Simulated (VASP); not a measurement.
# SnSe (I4mm) in VASP: relaxation of cell and atoms with PBE

Aim: the relaxation of cell and atoms of SnSe with PBE.

Everything below comes from runs of VASP 6.6.1. Logs are shortened: lines on timing, memory, paths and dates and some standing lists are left out, and cuts for length are marked.

**1. The cell of the first run**

It takes space group I4mm (No. 107, tetragonal). Conventional cell: a = 4.275 Å, b = 4.275 Å, c = 6.061 Å, α = 90.00°, β = 90.00°, γ = 90.00°. Within 3.9 Å of Sn (site symmetry 4mm) lie 6 Se at 2.94 to 3.13 Å. Se (site symmetry 4mm) has 6 Sn at 2.94 to 3.13 Å within 3.9 Å.

The cell was generated, and may not be a known phase.

**2. Relaxation of cell and atoms, PBE**

INCAR reads:

```
PREC = Accurate
ENCUT = 600
EDIFF = 1E-7
ISMEAR = 0
SIGMA = 0.02
LREAL = F
LASPH = T
NELM = 100
ALGO = Normal
ISIF = 3
LWAVE = F
LCHARG = F
GGA = PE
IBRION = 2
NSW = 100
EDIFFG = -0.01
```

KPOINTS reads:

```
Automatic mesh
0
Gamma
  12 12 12
```

POSCAR reads:

```
SnSe
1.0
   -2.1374417381      2.1374417381      3.0303346635
    2.1374417381     -2.1374417381      3.0303346635
    2.1374417381      2.1374417381     -3.0303346635
Sn Se
1 1
Direct
    0.2578476258      0.2578476258      0.0000000000
    0.7421523742      0.7421523742      0.0000000000
```

Potentials or basis: VASP PAW PBE potentials, release 64 (Sn_d, Se).

Launch:

```
$ cat potpaw_PBE.64/Sn_d/POTCAR potpaw_PBE.64/Se/POTCAR > POTCAR
$ mpirun -np 1 vasp_std > vasp.out
```

OUTCAR:

```text
PREC = Accurate
   ENCUT = 600
   EDIFF = 1E-7
   ISMEAR = 0
   LREAL = F
   LASPH = T
   NELM = 100
   ISIF = 3
   GGA = PE
   IBRION = 2
   NSW = 100
   EDIFFG = -0.01

 ion  position               nearest neighbor table
   1  0.258  0.258  0.000-   2 2.94   2 3.02   2 3.02   2 3.02   2 3.02   2 3.13
   2  0.742  0.742  0.000-   1 2.94   1 3.02   1 3.02   1 3.02   1 3.02   1 3.13

  LATTYP: Found a body centered tetragonal cell.
 ALAT       =     4.2748834762
 C/A-ratio  =     1.4177390707

  Lattice vectors:

 A1 = (  -2.1374417381,   2.1374417381,   3.0303346635)
 A2 = (   2.1374417381,  -2.1374417381,   3.0303346635)
 A3 = (   2.1374417381,   2.1374417381,  -3.0303346635)

Analysis of symmetry for initial positions (statically):
=====================================================================
 Subroutine PRICEL returns:
 Original cell was already a primitive cell.

 Routine SETGRP: Setting up the symmetry group for a
 body centered tetragonal supercell.

 Subroutine GETGRP returns: Found  8 space group operations
 (whereof  8 operations were pure point group operations)
 out of a pool of 16 trial point group operations.

The static configuration has the point symmetry C_4v.

Analysis of symmetry for dynamics (positions and initial velocities):
=====================================================================
 Subroutine PRICEL returns:
 Original cell was already a primitive cell.

 Routine SETGRP: Setting up the symmetry group for a
 body centered tetragonal supercell.

 Subroutine GETGRP returns: Found  8 space group operations
 (whereof  8 operations were pure point group operations)
 out of a pool of 16 trial point group operations.

The dynamic configuration has the point symmetry C_4v.

 Subroutine INISYM returns: Found  8 space group operations
 (whereof  8 operations are pure point group operations),
 and found     1 'primitive' translations

----------------------------------------------------------------------------------------

                                     Primitive cell

  volume of cell :      55.3782

  direct lattice vectors                    reciprocal lattice vectors
    -2.137441738  2.137441738  3.030334664     0.000000000  0.233924505  0.164998278
     2.137441738 -2.137441738  3.030334664     0.233924505  0.000000000  0.164998278
     2.137441738  2.137441738 -3.030334664     0.233924505  0.233924505  0.000000000

  length of vectors
     4.280215245  4.280215245  4.280215245     0.286260555  0.286260555  0.330819207

  position of ions in fractional coordinates (direct lattice)
     0.257847626  0.257847626  0.000000000
     0.742152374  0.742152374  0.000000000

  ion indices of the primitive-cell ions
   primitive index   ion index
                 1           1
                 2           2

----------------------------------------------------------------------------------------

 KPOINTS: Automatic mesh

Automatic generation of k-mesh.
 Grid dimensions read from file:
 generate k-points for:   12   12   12

 Generating k-lattice:

  Cartesian coordinates                     Fractional coordinates (reciprocal lattice)
     0.000000000  0.019493709  0.013749856     0.083333333  0.000000000  0.000000000
     0.019493709  0.000000000  0.013749856     0.000000000  0.083333333  0.000000000
     0.019493709  0.019493709  0.000000000     0.000000000  0.000000000  0.083333333

  Length of vectors
     0.023855046  0.023855046  0.027568267

  Shift w.r.t. Gamma in fractional coordinates (k-lattice)
     0.000000000  0.000000000  0.000000000

 Subroutine IBZKPT returns following result:
 ===========================================

 Found    163 irreducible k-points:

 Following reciprocal coordinates:
            Coordinates               Weight
  0.000000  0.000000  0.000000      1.000000
  0.083333 -0.000000  0.000000      8.000000
  0.166667  0.000000 -0.000000      8.000000
  0.250000  0.000000  0.000000      8.000000
  0.333333  0.000000 -0.000000      8.000000
  0.416667  0.000000 -0.000000      8.000000
[... 16 lines left out ...]
  0.500000  0.166667  0.000000     16.000000
 -0.416667  0.166667  0.000000     16.000000
 [... further k-points ...]
   k-points           NKPTS =    163   k-points in BZ     NKDIM =    163   number of bands    NBANDS=     14
   number of dos      NEDOS =    301   number of ions     NIONS =      2
   total plane-waves  NPLWV =  46656
   dimension x,y,z NGX =    36 NGY =   36 NGZ =   36
   dimension x,y,z NGXF=    72 NGYF=   72 NGZF=   72
   ions per type =               1   1
   NGX,Y,Z   is equivalent  to a cutoff of  13.98, 13.98, 13.98 a.u.
   NGXF,Y,Z  is equivalent  to a cutoff of  27.97, 27.97, 27.97 a.u.
 SYSTEM =  unknown system
   PREC   = accura    normal or accurate (medium, high low for compatibility)
   ISTART =      0    job   : 0-new  1-cont  2-samecut
   ICHARG =      2    charge: 1-file 2-atom 10-const
   ISPIN  =      1    spin polarized calculation?
   LNONCOLLINEAR =      F non collinear calculations
   LSORBIT =      F    spin-orbit coupling
   LASPH  =      T    aspherical Exc in radial PAW
   ENCUT  =  600.0 eV  44.10 Ry    6.64 a.u.   8.55  8.55  8.55*2*pi/ulx,y,z
   NELM   =    100;   NELMIN=  2; NELMDL= -5     # of ELM steps
   EDIFF  = 0.1E-06   stopping-criterion for ELM
   LREAL  =      F    real-space projection
   EDIFFG = -.1E-01   stopping-criterion for IOM
   NSW    =    100    number of steps for IOM
   IBRION =      2    ionic relax: 0-MD 1-quasi-New 2-CG
   NFREE  =      1    steps in history (QN), initial steepest desc. (CG)
   ISIF   =      3    stress and relaxation
   ISYM   =      2    0-nonsym 1-usesym 2-fastsym
   POTIM  = 0.5000    time-step for ionic-motion
   TEBEG  =    0.0;   TEEND  =   0.0 temperature during run
   PSTRESS=    0.0 pullay stress
   NELECT =      20.0000    total number of electrons
   NUPDOWN=      -1.0000    fix difference up-down
   EMIN   =  10.00;   EMAX   =-10.00  energy-range for DOS
   EFERMI =   0.00;   METHOD = LEGACY
   ISMEAR =     0;   SIGMA  =   0.02  broadening in eV -4-tet -1-fermi 0-gaus
   EFERMI_NEDOS =   21; number of points for ismear=-14 and -15
   IALGO  =     38    algorithm
   IMIX   =      4    mixing-type and parameters
     AMIX     =   0.40;   BMIX     =  1.00
     AMIX_MAG =   1.60;   BMIX_MAG =  1.00
  volume/ion in A,a.u.               =      27.69       186.86
  Fermi-wavevector in a.u.,A,eV,Ry     =   1.165839  2.203116 18.492763  1.359180
  Thomas-Fermi vector in A             =   2.302359
   LORBIT       =      0    0 simple, 1 ext, 2 COOP (PROOUT), +10 PAW based schemes
   GGA     = PE    functional components
   LHFCALC =     F    Hartree Fock is set to
   AEXX    =    0.0000 exact exchange contribution
   IVDW    =     0    specifies the selected vdW correction
   LEPSILON=     F    determine dielectric tensor
   LRPA    =     F    only Hartree local field effects (RPA)
 conjugate gradient relaxation of ions
 non-spin polarized calculation
 Gauss-broadening in eV      SIGMA  =   0.02
  energy-cutoff  :      600.00
  volume of cell :       55.38
 maximum number of plane-waves:      1873
 NGX is ok and might be reduce to    36
   NGX = 17   NGY = 17   NGZ = 17

--------------------------------------- Ionic step        1  -------------------------------------------

 number of electron      19.9999999 magnetization

 Free energy of the ion-electron system (eV)
  ---------------------------------------------------
  ext. energy  EPLUGINS =         0.00000000
  ---------------------------------------------------
  free energy    TOTEN  =        -8.21517214 eV

  energy without entropy =       -8.21517214  energy(sigma->0) =       -8.21517214

------------------------ aborting loop because EDIFF is reached ----------------------------------------

  FORCE on cell =-STRESS in cart. coord.  units (eV):
  Direction    XX          YY          ZZ          XY          YZ          ZX
  --------------------------------------------------------------------------------------
  -------------------------------------------------------------------------------------
  Total        0.1578426      0.1578426      0.1414615      0.0000000      0.0000000      0.0000000
  in kB        4.5666275      4.5666275      4.0926981      0.0000000      0.0000000      0.0000000
  external PRESSURE =       4.4086510 kB  Pullay stress =       0.0000000 kB
[... 57 lines left out ...]
  energy  without entropy=       -8.2158020885  energy(sigma->0) =       -8.21580209

--------------------------------------- Ionic step        3  -------------------------------------------

 number of electron      19.9999997 magnetization

 Free energy of the ion-electron system (eV)
  ---------------------------------------------------
  ext. energy  EPLUGINS =         0.00000000
  ---------------------------------------------------
  free energy    TOTEN  =        -8.21584082 eV

  energy without entropy =       -8.21584082  energy(sigma->0) =       -8.21584082

 E-fermi :   5.4867     XC(G=0):  -9.4851

 val. band max:        5.3160990727   @ k =   0.5000   0.0000   0.0000
 cond. band min:       5.7312122647   @ k =  -0.0833   0.4167   0.0833
 fundamental gap:      0.4151131920
 Fermi energy:         5.4866795792

 k-point     1 :       0.0000    0.0000    0.0000
  band No.  band energies     occupation
      1     -16.2799      2.00000
      2     -16.2785      2.00000
      3     -16.2785      2.00000
      4     -16.2765      2.00000
      5     -16.2758      2.00000
      6      -8.3858      2.00000
      7       0.1924      2.00000
      8       3.1993      2.00000
      9       3.2070      2.00000
     10       3.2070      2.00000
     11       9.5008      0.00000
     12       9.5008      0.00000
     13       9.5383      0.00000
     14      11.2151      0.00000
[... 375 lines left out ...]
 k-point    24 :      -0.4167    0.1667    0.0000
  band No.  band energies     occupation
      1     -16.2870      2.00000
      2     -16.2785      2.00000
      3     -16.2774      2.00000
      4     -16.2704      2.00000
      5     -16.2668      2.00000
      6      -7.5903      2.00000
      7      -1.9741      2.00000
      8       2.4533      2.00000
      9       2.6816      2.00000
     10       3.9122      2.00000
     11       7.0783      0.00000
     12       8.1637      0.00000
     13       8.5300      0.00000
     14      10.9536      0.00000

 [... further k-points ...]
[... 5 lines left out ...]
  --------------------------------------------------------------------------------------
  -------------------------------------------------------------------------------------
  Total        0.0020041      0.0020041     -0.0019678      0.0000000     -0.0000000      0.0000000
  in kB        0.0574714      0.0574714     -0.0564294      0.0000000     -0.0000000      0.0000000
  external PRESSURE =       0.0195045 kB  Pullay stress =       0.0000000 kB
[... 17 lines left out ...]
  FREE ENERGIE OF THE ION-ELECTRON SYSTEM (eV)
  ---------------------------------------------------
  free  energy   TOTEN  =        -8.2158408242 eV

  energy  without entropy=       -8.2158408242  energy(sigma->0) =       -8.21584082

 reached required accuracy - stopping structural energy minimisation
```

Wall time 5.6 min (1 thread of Oxide Virtual Turin-like, shared host); peak memory 0.31 GiB.

What came out:

```yaml
Free_energy: -8.2158 eV
Relaxed_volume: 27.94 Å³/atom
Relaxed_cell: a = 4.293 Å, b = 4.293 Å, c = 4.293 Å, α = 120.07°, β = 120.07°, γ = 89.88°
Space_group_after_relaxing_to_0.1_Å: I4mm (No. 107)
Energy_gained_by_relaxing: 0.3 meV/atom
Ionic_steps: 3
Pressure_after_relaxing: 0.0 GPa
Largest_force_after_relaxing: 0.007 eV/Å
Band_gap_on_the_k_mesh: 0.42 eV (least direct gap 0.48 eV)
```

Forces on the atoms (eV/Å):
```
Sn   0.000  0.000  0.007
Se   0.000  0.000 -0.007
```

Step by step:
| step | energy change (eV) | largest force (eV/Å) | pressure (GPa) | volume (Å³) |
| --- | --- | --- | --- | --- |
| 1 | 0.0000 | 0.0007 | 0.44 | 55.38 |
| 2 | -0.0006 | 0.0089 | -0.10 | 55.99 |
| 3 | -0.0007 | 0.0070 | 0.00 | 55.87 |

Final structure:
```cif
data_structure
_symmetry_space_group_name_H-M 'P 1'
_symmetry_Int_Tables_number 1
_cell_length_a 4.2926
_cell_length_b 4.2926
_cell_length_c 4.2926
_cell_angle_alpha 120.072
_cell_angle_beta 120.072
_cell_angle_gamma 89.875
_cell_volume 55.87
loop_
_atom_site_label
_atom_site_type_symbol
_atom_site_fract_x
_atom_site_fract_y
_atom_site_fract_z
_atom_site_occupancy
Sn1 Sn 0.25784 0.25784 0.00000 1
Se1 Se 0.74216 0.74216 0.00000 1
```

Caveat: semilocal functionals underestimate gaps, and a narrow one can read as zero; spin-orbit coupling is left out, which moves the levels of the heavy elements. A k mesh can miss the band edges.
